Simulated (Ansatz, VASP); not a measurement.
Two plane-wave programs on WS2

File POSCAR:

```
WS2
1.0
    3.1814117282      0.0000000000      0.0000000000
   -1.5907058641      2.7551833765      0.0000000000
    0.0000000000      0.0000000000     23.3328241523
W S
2 4
Direct
    0.3333333333      0.6666666667      0.6379434935
    0.6666666667      0.3333333333      0.3620565065
    0.3333333333      0.6666666667      0.2962425097
    0.6666666667      0.3333333333      0.5721038223
    0.3333333333      0.6666666667      0.4278961777
    0.6666666667      0.3333333333      0.7037574903
```

INCAR.step1

```
PREC = Accurate
ENCUT = 520
ISMEAR = 0
SIGMA = 0.05
LREAL = False
LASPH = True
NELM = 100
NBANDS = 35
GGA = PE
ALGO = Normal
EDIFF = 1E-4
LWAVE = True
LCHARG = False
```

File INCAR.step2:

```
PREC = Accurate
ENCUT = 520
EDIFF = 1E-6
ISMEAR = 0
SIGMA = 0.05
LREAL = False
LASPH = True
NELM = 100
ALGO = Normal
ISIF = 2
LWAVE = False
LCHARG = False
METAGGA = R2SCAN
LMIXTAU = True
NBANDS = 35
ISTART = 1
```

The input KPOINTS:

```
Automatic mesh
0
Gamma
  12 12 2
```

Input for Ansatz:

```yaml
crystal:
  lattice:
    - [3.1814117282, 0.0, 0.0]
    - [-1.5907058641, 2.7551833765, 0.0]
    - [0.0, 0.0, 23.3328241523]
  atoms:
    - { symbol: W, position: [0.3333333333, 0.6666666667, 0.6379434935] }
    - { symbol: W, position: [0.6666666667, 0.3333333333, 0.3620565065] }
    - { symbol: S, position: [0.3333333333, 0.6666666667, 0.2962425097] }
    - { symbol: S, position: [0.6666666667, 0.3333333333, 0.5721038223] }
    - { symbol: S, position: [0.3333333333, 0.6666666667, 0.4278961777] }
    - { symbol: S, position: [0.6666666667, 0.3333333333, 0.7037574903] }
basis:
  ecutwfc: 500
kpoints:
  mp_grid: { grid: [12, 12, 2] }
hamiltonian:
  xc: r2scan
scf:
  occupations: { method: gaussian, width: 0.05 }
output:
  forces: true
  stress: true
  eigenvalues: true
```

Change from the starting cell: strain -0.0150 x Voigt [0, 0, 1, 0, 0, 0], atoms carried along.

Alike in both runs: task single point; functional r2SCAN; k mesh 12 × 12 × 2; occupations gaussian, width 0.05 eV; no spin polarisation.

|  | VASP | Ansatz |
| --- | --- | --- |
| version | VASP 6.6.1 | Ansatz 0.2.0 |
| potentials or method | VASP PAW PBE potentials, release 64 (W_sv, S), cutoff 520 eV | scalar-relativistic, plane waves, PAW |
| valence electrons in the cell | 52 | 52 |

|  | VASP | Ansatz | Ansatz less VASP |
| --- | --- | --- | --- |
| gap on the k mesh at the Fermi level (eV) | 1.40 | 1.38 | -0.019 |
| least direct gap on the mesh (eV) | 1.84 | 1.84 | -0.004 |
| rms of the force components (eV/Å) | 0.245 | 0.235 | -0.0103 |

VASP's potentials were made for PBE, not for r2SCAN. Atom by atom the forces differ by 0.010 eV/Å (rms over components).

Neither program's run includes spin-orbit coupling.
